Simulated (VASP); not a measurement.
Write the native input for VASP 6.6.1 that does the following.

```
Task                   : relaxation of cell and atoms
Functional             : PBE
Potentials or basis    : VASP PAW PBE potentials, release 64 (Rh_pv)
Cutoff                 : 600 eV
k mesh                 : 26 × 26 × 26
Occupations            : gaussian, width 0.1 eV
Spin                   : no spin polarisation
Dipole correction      : no
Further INCAR settings : ALGO = Normal; EDIFF = 1e-06; IBRION = 2; EDIFFG = -0.01; NSW = 100; ISIF = 3
```

The structure of Rh lies in POSCAR:

```
Rh
1.0
   -1.5349734125      1.5349734125      1.5349734125
    1.5349734125     -1.5349734125      1.5349734125
    1.5349734125      1.5349734125     -1.5349734125
Rh
1
Direct
    0.0000000000      0.0000000000      0.0000000000
```

This isn't the form of Rh at room conditions, which is fcc.

One way to write it, as run:

INCAR

```
  PREC = Accurate
  ENCUT = 600
  EDIFF = 1E-6
  ISMEAR = 0
  SIGMA = 0.1
  LREAL = False
  LASPH = True
  NELM = 80
  ALGO = Normal
  ISIF = 3
  LWAVE = False
  LCHARG = False
  GGA = PE
  IBRION = 2
  NSW = 100
  EDIFFG = -0.01
```

KPOINTS

```
regular mesh
0
Gamma
  26 26 26
```

Potentials or basis: VASP PAW PBE potentials, release 64 (Rh_pv).

Launch:

```sh
$ cat potpaw_PBE.64/Rh_pv/POTCAR > POTCAR
$ mpirun -np 1 vasp_std > vasp.out
```

Results of the run:

```
Pressure after relaxing : -0.1 GPa
Band gap on the k mesh  : zero (an odd number of electrons rules out a gap without spin polarisation)
```

Caveat: the relaxation stopped at its first step, so nothing moved.

Run time: 2.7 min on 1 thread of Intel Xeon 8259CL, with other jobs on the host, peak memory 0.22 GiB.
